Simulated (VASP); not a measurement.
Input of a VASP 6.6.1 run:

The input POSCAR:

```
Ni
1.0
   -1.3779765466      1.3779765466      1.3779765466
    1.3779765466     -1.3779765466      1.3779765466
    1.3779765466      1.3779765466     -1.3779765466
Ni
1
Direct
    0.0000000000      0.0000000000      0.0000000000
```

INCAR.step1

```
SYSTEM = Ni
PREC     = Accurate       ! precision mode
ENCUT    = 520            ! plane-wave cutoff, eV
ISMEAR   = -1             ! smearing method
SIGMA    = 0.1            ! smearing width, eV
LREAL    = .FALSE.        ! projectors in reciprocal space
LASPH    = .TRUE.         ! aspherical terms in the spheres
NELM     = 80             ! most SCF steps
NBANDS   = 11             ! bands
GGA      = PE             ! functional
ALGO     = Normal         ! electronic algorithm
EDIFF    = 1E-4           ! SCF threshold, eV
LWAVE    = .TRUE.         ! write WAVECAR
LCHARG   = .FALSE.        ! write CHGCAR
```

INCAR.step2

```
SYSTEM = Ni
PREC     = Accurate       ! precision mode
ENCUT    = 520            ! plane-wave cutoff, eV
EDIFF    = 1E-7           ! SCF threshold, eV
ISMEAR   = -1             ! smearing method
SIGMA    = 0.1            ! smearing width, eV
LREAL    = .FALSE.        ! projectors in reciprocal space
LASPH    = .TRUE.         ! aspherical terms in the spheres
NELM     = 80             ! most SCF steps
ALGO     = Normal         ! electronic algorithm
ISIF     = 2              ! what is computed and relaxed
LWAVE    = .FALSE.        ! write WAVECAR
LCHARG   = .FALSE.        ! write CHGCAR
METAGGA  = R2SCAN         ! meta-GGA
LMIXTAU  = .TRUE.       
NBANDS   = 11             ! bands
ISTART   = 1
```

Contents of KPOINTS:

```
Automatic mesh
0
G
  16 16 16
  0 0 0
```

Potentials or basis: VASP PAW PBE potentials, release 64 (Ni).

Launch:

```console
$ cat potpaw_PBE.64/Ni/POTCAR > POTCAR
$ cp INCAR.step1 INCAR
$ mpirun -np 1 vasp_std > vasp.out
$ cp INCAR.step2 INCAR
$ mpirun -np 1 vasp_std > vasp.out
```

**Question.** Estimate the band gap on the k mesh.

**Answer.** Zero (band 5 reaches 9.95 eV, above the bottom of band 6 at 8.76 eV).

**Question.** Predict the pressure.

**Answer.** 0.6 GPa.

Caveat: the PAW data sets were made with another functional, which shifts forces and pressure a little; the run has no spin polarisation, though such a crystal can be magnetic. Spin polarisation is off, so any magnetic state and its effect on volume and gap are missing.
